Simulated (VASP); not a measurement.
**Pt: single point with PBEsol**

Pt:

```
Pt
1.0
    -1.49493    1.54359    1.52370
     1.51774   -1.55081    1.55372
     1.51503    1.57090   -1.53092
Pt
1
Direct
  0.00000 0.00000 0.00000
```

- Program: VASP 6.6.1
- Task: single point
- Functional: PBEsol
- Potentials or basis: VASP PAW PBE potentials, release 64 (Pt)
- Cutoff: 520 eV
- k mesh: 9 × 9 × 9
- Occupations: methfessel-paxton, width 0.15 eV
- Spin: no spin polarisation

```
Pressure               : 13.2 GPa
Band gap on the k mesh : zero (band 5 reaches 12.59 eV, above the bottom of band 6 at 10.38 eV)
```

Stress tensor (GPa, compression positive):
```
 9.73 -3.23 -3.51
-3.23 15.90  1.36
-3.51  1.36 14.01
```

Levels at points of the mesh, in eV from the Fermi level:
```
           k point  band 1  band 2  band 3  band 4  band 5  band 6  band 7  band 8  band 9  band 10
(0.00, 0.00, 0.00)  -10.32   -4.06   -3.76   -3.68   -1.16   -0.84   16.87   17.13   17.54    28.10
```

It took 29 s on 1 thread of Intel(R) Xeon(R) Platinum 8488C (Sapphire Rapids) (shared host), peak memory 0.17 GiB.

Caveat: the PAW data sets were made with another functional, which shifts forces and pressure a little; spin-orbit coupling is left out, which moves the levels of the heavy elements.
